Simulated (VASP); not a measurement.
Here is a VASP 6.6.1 calculation.

The input INCAR:

```
ALGO = Normal ; EDIFF = 1E-6
ENCUT = 520 ; GGA = PE
ISIF = 2 ; ISMEAR = -1
LASPH = T ; LCHARG = F
LREAL = F ; LWAVE = F
NBANDS = 43 ; NELM = 80
PREC = Accurate ; SIGMA = 0.05
```

KPOINTS

```
k-points
0
Gamma
  5 5 5
```

Contents of POSCAR:

```
ScSnRh3
1.0
    4.7865374433      0.0000000000      0.0000000000
    0.0000000000      4.7865374433      0.0000000000
    0.0000000000      0.0000000000      4.7865374433
Sc Sn Rh
1 1 3
Direct
    0.0000000000      0.0000000000      0.0000000000
    0.5000000000      0.5000000000      0.5000000000
    0.5000000000      0.5000000000      0.0000000000
    0.0000000000      0.5000000000      0.5000000000
    0.5000000000      0.0000000000      0.5000000000
```

Potentials or basis: VASP PAW PBE potentials, release 64 (Sc_sv, Sn_d, Rh_pv).

The run is started by

```console
$ cat potpaw_PBE.64/Sc_sv/POTCAR potpaw_PBE.64/Sn_d/POTCAR potpaw_PBE.64/Rh_pv/POTCAR > POTCAR
$ mpirun -np 1 vasp_std > vasp.out
```

Problem. Predict the pressure.

Solution. 0.3 GPa.

Problem. Predict the band gap on the k mesh.

Solution. Zero (bands 35 and 36 overlap by 0.27 eV).

Caveat: spin-orbit coupling is left out, which moves the levels of the heavy elements.
